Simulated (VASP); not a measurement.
Here is a VASP 6.6.1 calculation.

The input INCAR:

```
ALGO = Normal
EDIFF = 1E-8
ENCUT = 520
GGA = PS
ISIF = 2
ISMEAR = -1
LASPH = T
LCHARG = F
LEFG = T
LREAL = F
LWAVE = F
NBANDS = 16
NELM = 60
PREC = Accurate
SIGMA = 0.02
```

The input KPOINTS:

```
k-points
0
Gamma
  11 11 6
```

POSCAR

```
AlN
1.0
    3.1519410852      0.0000000000      0.0000000000
   -1.5759705426      2.7296610510      0.0000000000
    0.0000000000      0.0000000000      5.0435075122
Al N
2 2
Direct
    0.3333333333      0.6666666667      0.0000000000
    0.6666666667      0.3333333333      0.5000000000
    0.3333333333      0.6666666667      0.3850000000
    0.6666666667      0.3333333333      0.8850000000
```

Potentials or basis: VASP PAW PBE potentials, release 64 (Al, N).

Run with:

```console
$ cat potpaw_PBE.64/Al/POTCAR potpaw_PBE.64/N/POTCAR > POTCAR
$ mpirun -np 1 vasp_std > vasp.out
```

**Question.** What does it give for the largest force?

**Answer.** 0.175 eV/Å.

**Question.** Estimate the pressure.

**Answer.** -6.9 GPa.

Electric field gradients, principal values (V/Å²):
| atom | least | middle | greatest (by size) |
| --- | --- | --- | --- |
| 1 Al | -4.050 | -4.050 | 8.100 |
| 2 Al | -4.050 | -4.050 | 8.100 |
| 3 N | -0.195 | -0.197 | 0.391 |
| 4 N | -0.195 | -0.197 | 0.391 |

Caveat: the cell stands under tension; without QUAD_EFG the Cq values of the log hold for a quadrupole moment of 1 mb, not for the nuclei; the PAW data sets were made with another functional, which shifts forces and pressure a little.
